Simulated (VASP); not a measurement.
A run of VASP 6.6.1:

INCAR

```
PREC = Accurate
ENCUT = 520
EDIFF = 1E-6
ISMEAR = 0
SIGMA = 0.1
LREAL = False
LASPH = True
NELM = 60
ALGO = Normal
ISIF = 2
LWAVE = False
LCHARG = True
GGA = PE
LELF = True
LVHAR = True
NBANDS = 13
```

The input KPOINTS:

```
Automatic mesh
0
Gamma
  24 24 20
```

Contents of POSCAR:

```
Ge
1.0
    2.8788655789      0.0000000000      0.0000000000
   -1.4394327895      2.4931707254      0.0000000000
    0.0000000000      0.0000000000      2.6934348757
Ge
1
Direct
    0.0000000000      0.0000000000      0.5000000000
```

Potentials or basis: VASP PAW PBE potentials, release 64 (Ge_d).

Run with:

```console
$ cat potpaw_PBE.64/Ge_d/POTCAR > POTCAR
$ mpirun -np 1 vasp_std > vasp.out
```

Hardware: 1 thread of AMD EPYC 9R45 96-Core Processor (Zen 5), with other jobs on the host.

**Question.** Estimate the wall time of this run.

**Answer.** Wall time 60 s on 1 thread of AMD EPYC 9R45 96-Core Processor (Zen 5), with other jobs on the host, peak memory 0.23 GiB. Counts: scf iterations 10, k points 671.
